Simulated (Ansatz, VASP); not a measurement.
## One calculation of MgZr2H6, two programs

```
Mg Zr H
1.0
     5.39630    0.00000    0.00000
    -2.69815    4.67333    0.00000
     0.00000    0.00000    3.18621
Mg Zr H
1 2 6
Direct
  0.00000 0.00000 0.50000
  0.33333 0.66667 0.74186
  0.66667 0.33333 0.25814
  0.80677 0.61354 0.75551
  0.38646 0.19323 0.75551
  0.80677 0.19323 0.75551
  0.19323 0.38646 0.24449
  0.61354 0.80677 0.24449
  0.19323 0.80677 0.24449
```

Alike in both runs: functional PBE; k mesh 6 × 6 × 6; occupations gaussian, width 0.1 eV; no spin polarisation.

Ansatz relaxed the structure, and its values are those at the end. VASP's run is a single point on that final structure, the one shown.

```csv
,VASP,Ansatz
version,VASP 6.6.1,Ansatz 0.2.0
potentials or method,"VASP PAW PBE potentials, release 64 (Mg, Zr_sv, H), cutoff 520 eV","scalar-relativistic, plane waves, PAW"
valence electrons in the cell,32,40
```

Ansatz gave:

```
gap on the k mesh at the Fermi level (eV) : none
pressure (GPa)                            : -0.1
rms of the force components (eV/Å)        : 0.014
```

What did VASP give for the same quantities?

gap on the k mesh at the Fermi level (eV): none; pressure (GPa): -0.2; rms of the force components (eV/Å): 0.013.

A gap of «none» marks a metal or a gap that the smearing closes. With one functional, cell and mesh, what is left measures potentials, basis and numerics. VASP's potentials hold 32 valence electrons a cell and Ansatz's 40, so a difference there can come from the potentials and not from the codes.
